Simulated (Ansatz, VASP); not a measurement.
**LiAl3O: VASP beside Ansatz**

File INCAR:

```
SYSTEM = LiAl3O
PREC = Accurate
ENCUT = 600
EDIFF = 1E-6
ISMEAR = 0
SIGMA = 0.2
LREAL = .False.
LASPH = .True.
NELM = 100
ALGO = Normal
ISIF = 3
LWAVE = .False.
LCHARG = .False.
GGA = PE
IBRION = 2
NSW = 36
EDIFFG = -0.08
```

Contents of KPOINTS:

```
Automatic mesh
0
Gamma
  6 6 1
  0 0 0
```

Contents of POSCAR:

```
LiAl3O
1.0
    2.8500000000      0.0000000000      0.0000000000
   -1.4250000000      2.4681724000      0.0000000000
    0.0000000000      0.0000000000     18.4000000000
Li Al O
2 6 2
Direct
    0.6666666700      0.3333333300      0.1250000000
    0.3333333300      0.6666666700      0.8750000000
    0.0000000000      0.0000000000      0.0000000000
    0.0000000000      0.0000000000      0.7500000000
    0.6666666700      0.3333333300      0.6250000000
    0.0000000000      0.0000000000      0.2500000000
    0.3333333300      0.6666666700      0.3750000000
    0.0000000000      0.0000000000      0.5000000000
    0.3333333300      0.6666666700      0.0540000000
    0.6666666700      0.3333333300      0.9460000000
```

Input for Ansatz:

```yaml
crystal:
  lattice:
    - [2.85, 0.0, 0.0]
    - [-1.425, 2.4681724, 0.0]
    - [0.0, 0.0, 18.4]
  atoms:
    - { symbol: Li, position: [0.66666667, 0.33333333, 0.125] }
    - { symbol: Li, position: [0.33333333, 0.66666667, 0.875] }
    - { symbol: Al, position: [0.0, 0.0, 0.0] }
    - { symbol: Al, position: [0.0, 0.0, 0.75] }
    - { symbol: Al, position: [0.66666667, 0.33333333, 0.625] }
    - { symbol: Al, position: [0.0, 0.0, 0.25] }
    - { symbol: Al, position: [0.33333333, 0.66666667, 0.375] }
    - { symbol: Al, position: [0.0, 0.0, 0.5] }
    - { symbol: O, position: [0.33333333, 0.66666667, 0.054] }
    - { symbol: O, position: [0.66666667, 0.33333333, 0.946] }
basis:
  ecutwfc: 420
kpoints:
  mp_grid: { grid: [6, 6, 1] }
hamiltonian:
  xc: pbe
scf:
  occupations: { method: gaussian, width: 0.2 }
  lower_state_search: "off"
output:
  forces: true
  stress: true
  eigenvalues: true
relax:
  adjacent_minimum: "off"
  f_tol: 0.08
  max_steps: 16
  cell: { stress_tol: 0.8 }
```

Alike in both runs: task relaxation of cell and atoms; functional PBE; k mesh 6 × 6 × 1; occupations gaussian, width 0.2 eV; no spin polarisation.

|  | VASP | Ansatz |
| --- | --- | --- |
| version | VASP 6.6.1 | Ansatz 0.2.0 |
| potentials or method | VASP PAW PBE potentials, release 64 (Li_sv, Al, O), cutoff 600 eV | scalar-relativistic, plane waves, PAW |
| valence electrons in the cell | 36 | 36 |

Ansatz gave:

```
gap on the k mesh at the Fermi level, each at its own relaxed structure (eV) : none
relaxed volume (Å³/atom)                                                     : 13.31
relaxed length of the cell vector where the two differ most in proportion (Å)              : 18.927
```

Which values does VASP return?

gap on the k mesh at the Fermi level, each at its own relaxed structure (eV): none; relaxed volume (Å³/atom): 13.36; relaxed length of the cell vector where the two differ most in proportion (Å): 18.972.

A gap of «none» marks a metal or a gap that the smearing closes.

The k mesh is coarse, so the values compare programs but aren't converged. Noted on VASP's run: the cutoff is under 1.25 times that of the potentials, so the pressure is a little rough.
